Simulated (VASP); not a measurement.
**AlCu: single point with HF**

Crystal: AlCu.

```
CELL_PARAMETERS angstrom
0.00000 2.97333 2.97333
2.97333 0.00000 2.97333
2.97333 2.97333 0.00000
ATOMIC_POSITIONS crystal
Al 0.75000 0.75000 0.75000
Cu 0.00000 0.00000 0.00000
```

```yaml
Program: VASP 6.6.1
Task: single point
Functional: HF
Potentials_or_basis: VASP PAW PBE potentials, release 64 (Al, Cu)
Cutoff: 520 eV
k_mesh: 5 × 5 × 5
Occupations: fermi-dirac, width 0.05 eV
Spin: no spin polarisation
Dipole_correction: no
Grid_for_exact_exchange_PRECFOCK: Normal
Further_INCAR_settings: ALGO = Normal; EDIFF = 1e-06; NBANDS = 14
Share_of_exact_exchange: 1
```

```yaml
Pressure: 1.1 GPa
Band_gap_on_the_k_mesh: zero (bands 7 and 8 overlap by 8.62 eV)
```

Levels at points of the mesh, in eV from the Fermi level:
| k point | band 4 | band 5 | band 6 | band 7 | band 8 | band 9 | band 10 | band 11 |
| --- | --- | --- | --- | --- | --- | --- | --- | --- |
| (0.00, 0.00, 0.00) | -10.80 | -10.68 | -10.68 | 7.55 | 8.81 | 8.81 | 8.81 | 10.06 |

Run time: 36 min on 1 thread of Oxide Virtual Turin-like Processor (shared host), peak memory 0.16 GiB.

Caveat: the k points lie up to 0.37 Å⁻¹ apart, too coarse for converged energies and pressures of a metal; the PAW data sets were made with another functional, which shifts forces and pressure a little.
